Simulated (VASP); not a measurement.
# SnGe15 (P1) in VASP: notebook

Runs on SnGe15. Level: PBEsol. Tasks: single point.

Everything below comes from runs of VASP 6.6.1. Logs are shortened: lines on timing, memory, paths and dates and some standing lists are left out, and cuts for length are marked.

## 1. The cell of the first run

The typed cell holds 16 atoms: a = 8.112 Å, b = 8.112 Å, c = 8.112 Å, α = 60.00°, β = 60.00°, γ = 60.00°.

## 2. Single point, PBEsol

INCAR reads:

```
SYSTEM = SnGe15
PREC     = Accurate       ! precision mode
ENCUT    = 550            ! plane-wave cutoff, eV
EDIFF    = 1E-6           ! SCF threshold, eV
ISMEAR   = 0              ! smearing method
SIGMA    = 0.05           ! smearing width, eV
LREAL    = Auto         
LASPH    = .True.         ! aspherical terms in the spheres
NELM     = 120            ! most SCF steps
ALGO     = Normal         ! electronic algorithm
ISIF     = 2              ! what is computed and relaxed
LWAVE    = .False.        ! write WAVECAR
LCHARG   = .False.        ! write CHGCAR
GGA      = PS             ! functional
NELECT   = 222.0        
ISYM     = -1           
NBANDS   = 126            ! bands
GGA_COMPAT= .False.
```

KPOINTS reads:

```
explicit points
1
Reciprocal
  0.25000000   0.25000000   0.25000000 1
```

POSCAR reads:

```
SnGe15
1.0
    0.0000000000      5.7360660000      5.7360660000
    5.7360660000      0.0000000000      5.7360660000
    5.7360660000      5.7360660000      0.0000000000
Ge Sn
15 1
Direct
    0.9972840000      0.0023180000      0.9991430000
    0.4969240000      0.4998340000      0.4978340000
    0.6223270000      0.6306120000      0.6223660000
    0.0003500000      0.9985730000      0.5048540000
    0.4992210000      0.5009880000      0.0024860000
    0.1243340000      0.1204900000      0.6275030000
    0.6239370000      0.6263530000      0.1220440000
    0.9949900000      0.5050930000      0.9985730000
    0.5009200000      0.9997330000      0.4954430000
    0.1288770000      0.6212180000      0.1237760000
    0.6300230000      0.1290820000      0.6230710000
    0.5010050000      0.0013640000      0.9952080000
    0.0022460000      0.4975110000      0.5015520000
    0.6256490000      0.1239620000      0.1249690000
    0.1238700000      0.6234750000      0.6281330000
    0.1289670000      0.1253500000      0.1196190000
```

Potentials or basis: VASP PAW PBE potentials, release 64 (Ge_d, Sn_d).

The run is started by

```
> cat potpaw_PBE.64/Ge_d/POTCAR potpaw_PBE.64/Sn_d/POTCAR > POTCAR
> mpirun -np 1 vasp_std > vasp.out
```

OUTCAR:

```text
SYSTEM = SnGe15
   PREC = Accurate
   ENCUT = 550
   EDIFF = 1E-6
   ISMEAR = 0
   LREAL = Auto
   LASPH = .True.
   NELM = 120
   ISIF = 2
   GGA = PS
   NELECT = 222.0
   ISYM = -1

 ion  position               nearest neighbor table
   1  0.997  0.002  0.999-  14 2.46   6 2.46  16 2.49  10 2.52
   2  0.497  0.500  0.498-  11 2.46  15 2.47   7 2.49   3 2.52
   3  0.622  0.631  0.622-   9 2.45  13 2.52   5 2.52   2 2.52
   4  0.000  0.999  0.505-   6 2.44  11 2.45  15 2.48  16 2.55
   5  0.499  0.501  0.002-   7 2.45  10 2.45  14 2.50   3 2.52
   6  0.124  0.120  0.628-   4 2.44   1 2.46   9 2.49  13 2.50
[... 8 lines left out ...]
  15  0.124  0.623  0.628-   8 2.45   2 2.47  13 2.48   4 2.48
  16  0.129  0.125  0.120-  12 2.46   1 2.49   8 2.52   4 2.55

IMPORTANT INFORMATION: All symmetrisations will be switched off!
NOSYMM: (Re-)initialisation of all symmetry stuff for point group C_1.

----------------------------------------------------------------------------------------

                                     Primitive cell

  volume of cell :     377.4613

  direct lattice vectors                    reciprocal lattice vectors
     0.000000000  5.736066000  5.736066000    -0.087167756  0.087167756  0.087167756
     5.736066000  0.000000000  5.736066000     0.087167756 -0.087167756  0.087167756
     5.736066000  5.736066000  0.000000000     0.087167756  0.087167756 -0.087167756

  length of vectors
     8.112022332  8.112022332  8.112022332     0.150978982  0.150978982  0.150978982

  position of ions in fractional coordinates (direct lattice)
     0.997284000  0.002318000  0.999143000
     0.496924000  0.499834000  0.497834000
     0.622327000  0.630612000  0.622366000
     0.000350000  0.998573000  0.504854000
     0.499221000  0.500988000  0.002486000
     0.124334000  0.120490000  0.627503000
[... 8 lines left out ...]
     0.123870000  0.623475000  0.628133000
     0.128967000  0.125350000  0.119619000

  ion indices of the primitive-cell ions
   primitive index   ion index
                 1           1
                 2           2
                 3           3
                 4           4
                 5           5
                 6           6
[... 8 lines left out ...]
                15          15
                16          16

----------------------------------------------------------------------------------------

 KPOINTS: explicit points

Read explicit list of k-points.

 Found      1 k-points:

 Following reciprocal coordinates:
            Coordinates               Weight
  0.250000  0.250000  0.250000      1.000000
   k-points           NKPTS =      1   k-points in BZ     NKDIM =      1   number of bands    NBANDS=    126
   number of dos      NEDOS =    301   number of ions     NIONS =     16
   total plane-waves  NPLWV = 262144
   dimension x,y,z NGX =    64 NGY =   64 NGZ =   64
   dimension x,y,z NGXF=   128 NGYF=  128 NGZF=  128
   ions per type =              15   1
   NGX,Y,Z   is equivalent  to a cutoff of  13.12, 13.12, 13.12 a.u.
   NGXF,Y,Z  is equivalent  to a cutoff of  26.23, 26.23, 26.23 a.u.
 SYSTEM =  SnGe15
   PREC   = accura    normal or accurate (medium, high low for compatibility)
   ISTART =      0    job   : 0-new  1-cont  2-samecut
   ICHARG =      2    charge: 1-file 2-atom 10-const
   ISPIN  =      1    spin polarized calculation?
   LNONCOLLINEAR =      F non collinear calculations
   LSORBIT =      F    spin-orbit coupling
   LASPH  =      T    aspherical Exc in radial PAW
   ENCUT  =  550.0 eV  40.42 Ry    6.36 a.u.  15.51 15.51 15.51*2*pi/ulx,y,z
   NELM   =    120;   NELMIN=  2; NELMDL= -5     # of ELM steps
   EDIFF  = 0.1E-05   stopping-criterion for ELM
   LREAL  =      T    real-space projection
   EDIFFG = 0.1E-04   stopping-criterion for IOM
   NSW    =      0    number of steps for IOM
   IBRION =     -1    ionic relax: 0-MD 1-quasi-New 2-CG
   NFREE  =      0    steps in history (QN), initial steepest desc. (CG)
   ISIF   =      2    stress and relaxation
   ISYM   =     -1    0-nonsym 1-usesym 2-fastsym
   POTIM  = 0.5000    time-step for ionic-motion
   TEBEG  =    0.0;   TEEND  =   0.0 temperature during run
   PSTRESS=    0.0 pullay stress
   NELECT =     222.0000    total number of electrons
   NUPDOWN=      -1.0000    fix difference up-down
   EMIN   =  10.00;   EMAX   =-10.00  energy-range for DOS
   EFERMI =   0.00;   METHOD = LEGACY
   ISMEAR =     0;   SIGMA  =   0.05  broadening in eV -4-tet -1-fermi 0-gaus
   EFERMI_NEDOS =   21; number of points for ismear=-14 and -15
   IALGO  =     38    algorithm
   IMIX   =      4    mixing-type and parameters
     AMIX     =   0.40;   BMIX     =  1.00
     AMIX_MAG =   1.60;   BMIX_MAG =  1.00
  volume/ion in A,a.u.               =      23.59       159.20
  Fermi-wavevector in a.u.,A,eV,Ry     =   1.371624  2.591993 25.597347  1.881352
  Thomas-Fermi vector in A             =   2.497304
   LORBIT       =      0    0 simple, 1 ext, 2 COOP (PROOUT), +10 PAW based schemes
   GGA     = PS    functional components
   LHFCALC =     F    Hartree Fock is set to
   AEXX    =    0.0000 exact exchange contribution
   IVDW    =     0    specifies the selected vdW correction
   LEPSILON=     F    determine dielectric tensor
   LRPA    =     F    only Hartree local field effects (RPA)
 non-spin polarized calculation
 Gauss-broadening in eV      SIGMA  =   0.05
  energy-cutoff  :      550.00
  volume of cell :      377.46
 maximum number of plane-waves:     11080
 NGX is ok and might be reduce to    64
   NGX = 31   NGY = 31   NGZ = 31

 number of electron     222.0000004 magnetization

 Free energy of the ion-electron system (eV)
  ---------------------------------------------------
  ext. energy  EPLUGINS =         0.00000000
  ---------------------------------------------------
  free energy    TOTEN  =       -77.29673517 eV

  energy without entropy =      -77.24523550  energy(sigma->0) =      -77.27098533

 E-fermi :   4.5679     XC(G=0):  -9.8209

 val. band max:        4.5527833161   @ k =   0.2500   0.2500   0.2500
 cond. band min:       4.5829875724   @ k =   0.2500   0.2500   0.2500
 fundamental gap:      0.0302042564
 Fermi energy:         4.5678854443

 k-point     1 :       0.2500    0.2500    0.2500
  band No.  band energies     occupation
      1     -19.9795      2.00000
      2     -19.9717      2.00000
      3     -19.9640      2.00000
      4     -19.9568      2.00000
      5     -19.9401      2.00000
      6     -19.9344      2.00000
[... 115 lines left out ...]
    122       6.8738      0.00000
    123       6.9613      0.00000
 [bands above 123 left out]

------------------------ aborting loop because EDIFF is reached ----------------------------------------

  FORCE on cell =-STRESS in cart. coord.  units (eV):
  Direction    XX          YY          ZZ          XY          YZ          ZX
  --------------------------------------------------------------------------------------
  -------------------------------------------------------------------------------------
  Total       -7.7167471    -10.5877850    -10.3321193     -7.2176808     -5.2891801     -7.1754957
  in kB      -32.7546101    -44.9410569    -43.8558548    -30.6362665    -22.4505261    -30.4572071
  external PRESSURE =     -40.5171739 kB  Pullay stress =       0.0000000 kB

 VOLUME and BASIS-vectors are now :
 -----------------------------------------------------------------------------
  energy-cutoff  :      550.00
  volume of cell :      377.46
      direct lattice vectors                 reciprocal lattice vectors
     0.000000000  5.736066000  5.736066000    -0.087167756  0.087167756  0.087167756
     5.736066000  0.000000000  5.736066000     0.087167756 -0.087167756  0.087167756
     5.736066000  5.736066000  0.000000000     0.087167756  0.087167756 -0.087167756

 POSITION                                       TOTAL-FORCE (eV/Angst)
 -----------------------------------------------------------------------------------
      5.74445     11.45164      5.73378        -0.339622     -0.245059     -0.622932
      5.72269      5.70600      5.71747         0.625950      0.380219      0.465886
      7.18716      7.13964      7.18694        -0.732443      0.067829     -0.430399
      8.62376      2.89788      5.72989         0.771156      0.571786     -0.251372
      2.88796      2.87782      5.73726         0.038693     -0.015273      0.274524
      4.29054      4.31259      1.40433        -0.450006     -0.173126      0.064294
[... 8 lines left out ...]
      7.17931      4.31354      4.28682        -0.548919     -0.308277     -0.098840
      1.40516      1.42591      1.45878         0.072975     -0.138849     -0.550641
 -----------------------------------------------------------------------------------
    total drift:                                0.001692     -0.000545      0.000330

  FREE ENERGIE OF THE ION-ELECTRON SYSTEM (eV)
  ---------------------------------------------------
  free  energy   TOTEN  =       -77.2967351721 eV

  energy  without entropy=      -77.2452354953  energy(sigma->0) =      -77.27098533
```

Run time: 2.3 min. Hardware: 1 thread of Intel Xeon Platinum 8559C (Emerald Rapids), shared host; peak memory 0.58 GiB.

Results:

* Free energy: -77.2967 eV
* Largest force: 1.675 eV/Å

Forces on the atoms (eV/Å):
```
Ge  -0.340 -0.245 -0.623
Ge   0.626  0.380  0.466
Ge  -0.732  0.068 -0.430
Ge   0.771  0.572 -0.251
Ge   0.039 -0.015  0.275
Ge  -0.450 -0.173  0.064
Ge  -0.229 -0.100 -0.155
Ge   1.131 -0.240  0.825
Ge   0.862  0.350  0.304
Ge  -0.157 -0.395 -0.314
Ge  -0.639 -0.418 -0.557
Ge  -0.352  1.146  1.169
Ge   0.493 -0.071  0.091
Ge  -0.546 -0.409 -0.214
Ge  -0.549 -0.308 -0.099
Sn   0.073 -0.139 -0.551
```

Levels at points of the mesh, in eV from the Fermi level:
| k point | band 108 | band 109 | band 110 | band 111 | band 112 | band 113 | band 114 | band 115 |
| --- | --- | --- | --- | --- | --- | --- | --- | --- |
| (0.25, 0.25, 0.25) | -1.36 | -0.90 | -0.88 | -0.02 | 0.02 | 0.41 | 1.04 | 1.17 |

Caveat: the cell carries a net charge on a neutralising background, which shifts energy and pressure; the cell is charged against a uniform background, so pressure and absolute levels hang on convention; the PAW data sets were made with another functional, which shifts forces and pressure a little; spin-orbit coupling is left out, which moves the levels of the heavy elements.

## 3. Single point, PBEsol, collinear spin

INCAR reads:

```
SYSTEM = SnGe15
  ALGO = Normal
  EDIFF = 1E-6
  ENCUT = 550
  GGA = PS
  GGA_COMPAT = .False.
  ISIF = 2
  ISMEAR = -1
  ISPIN = 2
  ISYM = -1
  LASPH = .True.
  LCHARG = .False.
  LORBIT = 11
  LREAL = Auto
  LWAVE = .False.
  MAGMOM = 0.5 0.5 0.5 0.5 0.5 0.5 0.5 0.5 0.5 0.5 0.5 0.5 0.5 0.5 0.5 0.5
  NBANDS = 130
  NELM = 200
  PREC = Accurate
  SIGMA = 0.05
```

KPOINTS reads:

```
explicit points
1
Reciprocal
  0.50000000   0.50000000   0.50000000 1
```

POSCAR is that of step 2.

Potentials or basis: VASP PAW PBE potentials, release 64 (Ge_d, Sn_d).

The run is started by

```
> cat potpaw_PBE.64/Ge_d/POTCAR potpaw_PBE.64/Sn_d/POTCAR > POTCAR
> mpirun -np 1 vasp_std > vasp.out
```

OUTCAR:

```text
SYSTEM = SnGe15
   EDIFF = 1E-6
   ENCUT = 550
   GGA = PS
   ISIF = 2
   ISMEAR = -1
   ISPIN = 2
   ISYM = -1
   LASPH = .True.
   LORBIT = 11
   LREAL = Auto
   NELM = 200
   PREC = Accurate

 ion  position               nearest neighbor table
   1  0.997  0.002  0.999-  14 2.46   6 2.46  16 2.49  10 2.52
   2  0.497  0.500  0.498-  11 2.46  15 2.47   7 2.49   3 2.52
   3  0.622  0.631  0.622-   9 2.45  13 2.52   5 2.52   2 2.52
   4  0.000  0.999  0.505-   6 2.44  11 2.45  15 2.48  16 2.55
   5  0.499  0.501  0.002-   7 2.45  10 2.45  14 2.50   3 2.52
   6  0.124  0.120  0.628-   4 2.44   1 2.46   9 2.49  13 2.50
[... 434 lines left out ...]
      7.18716      7.13964      7.18694        -0.678661     -0.044298     -0.579608
      8.62376      2.89788      5.72989         0.484013      0.717407     -0.017510
      2.88796      2.87782      5.73726        -0.103401      0.145050      0.414005
      4.29054      4.31259      1.40433        -0.281807     -0.373119     -0.043701
[... 8 lines left out ...]
      7.17931      4.31354      4.28682        -0.295671     -0.540374     -0.289381
      1.40516      1.42591      1.45878         0.319772     -0.329210     -0.753258
 -----------------------------------------------------------------------------------
    total drift:                                0.001953     -0.000161      0.000597

  FREE ENERGIE OF THE ION-ELECTRON SYSTEM (eV)
  ---------------------------------------------------
  free  energy   TOTEN  =       -75.6337393607 eV

  energy  without entropy=      -75.6336814089  energy(sigma->0) =      -75.63371038

 total charge

# of ion       s       p       d       tot
------------------------------------------
    1        1.113   1.293  10.020  12.426
    2        1.108   1.248  10.018  12.374
    3        1.111   1.233  10.015  12.359
    4        1.107   1.297  10.019  12.423
    5        1.111   1.251  10.019  12.380
    6        1.110   1.254  10.021  12.385
[... 8 lines left out ...]
   15        1.108   1.257  10.021  12.386
   16        1.114   1.461  10.020  12.594
--------------------------------------------------
tot         17.750  20.381 160.305 198.436

 magnetization (x)

# of ion       s       p       d       tot
------------------------------------------
    1       -0.000  -0.000   0.000  -0.000
    2       -0.000  -0.000  -0.000  -0.000
    3       -0.000  -0.000   0.000  -0.000
    4       -0.000  -0.000   0.000  -0.000
    5       -0.000  -0.000   0.000  -0.000
    6       -0.000  -0.000   0.000  -0.000
[... 8 lines left out ...]
   15       -0.000  -0.000   0.000  -0.000
   16       -0.000   0.000  -0.000  -0.000
--------------------------------------------------
tot         -0.000  -0.000   0.000  -0.000
```

Wall time 4.7 min (1 thread of Intel Xeon Platinum 8559C (Emerald Rapids), shared host); peak memory 0.77 GiB.

Results:

```
Free energy                                           : -75.6337 eV
Pressure                                              : 0.2 GPa
Largest force                                         : 1.923 eV/Å
Net moment                                            : 0.00 μB per cell
Valence electrons inside the program's atomic spheres : Ge 12.43, 12.37, 12.36, 12.42, 12.38, 12.39 (each value once); Sn 12.59
```

Forces on the atoms (eV/Å):
```
Ge  -0.536  0.044 -0.535
Ge   0.515  0.566  0.665
Ge  -0.679 -0.044 -0.580
Ge   0.484  0.717 -0.018
Ge  -0.103  0.145  0.414
Ge  -0.282 -0.373 -0.044
Ge  -0.067 -0.314 -0.283
Ge   0.867  0.056  0.976
Ge   0.822  0.521  0.426
Ge   0.076 -0.667 -0.446
Ge  -0.511 -0.561 -0.781
Ge  -0.498  1.313  1.314
Ge   0.343  0.092  0.231
Ge  -0.456 -0.624 -0.297
Ge  -0.296 -0.540 -0.289
Sn   0.320 -0.329 -0.753
```

Caveat: the PAW data sets were made with another functional, which shifts forces and pressure a little; spin-orbit coupling is left out, which moves the levels of the heavy elements.
